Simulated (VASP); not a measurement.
Set up this calculation in VASP 6.6.1, as the native input.

```
Task                   : single point
Functional             : PBE
Potentials or basis    : VASP PAW PBE potentials, release 64 (Y_sv, Os)
Cutoff                 : 520 eV
k mesh                 : 6 × 6 × 6
Occupations            : gaussian, width 0.1 eV
Spin                   : no spin polarisation
Dipole correction      : no
Further INCAR settings : ALGO = Normal; EDIFF = 1e-07; NBANDS = 16
```

The structure of YOs lies in POSCAR:

```
YOs
1.0
    1.6338298400      0.9432921000      5.1423530700
   -1.6338298400      0.9432921000      5.1423530700
    0.0000000000     -1.8865841900      5.1423530700
Y Os
1 1
Direct
    0.0000000000      0.0000000000      0.0000000000
    0.5000000000      0.5000000000      0.5000000000
```

The cell was built from a structure type or drawn by symmetry, and may not be a known phase.

These files were run (other wordings do the same):

INCAR

```
  ALGO = Normal
  EDIFF = 1E-7
  ENCUT = 520
  GGA = PE
  ISIF = 2
  ISMEAR = 0
  LASPH = True
  LCHARG = False
  LREAL = False
  LWAVE = False
  NBANDS = 16
  NELM = 80
  PREC = Accurate
  SIGMA = 0.1
```

KPOINTS

```
k-points
0
Gamma
  6 6 6
```

Potentials or basis: VASP PAW PBE potentials, release 64 (Y_sv, Os).

Command:

```sh
$ cat potpaw_PBE.64/Y_sv/POTCAR potpaw_PBE.64/Os/POTCAR > POTCAR
$ mpirun -np 1 vasp_std > vasp.out
```

Results of the run:

```
Pressure               : -16.5 GPa
Band gap on the k mesh : zero (an odd number of electrons rules out a gap without spin polarisation)
```

Caveat: the k points lie up to 0.38 Å⁻¹ apart, too coarse for converged energies and pressures of a metal; spin-orbit coupling is left out, which moves the levels of the heavy elements.

Wall time 2.2 min on 1 thread of Intel Xeon 8259CL, with other jobs on the host, peak memory 0.29 GiB.
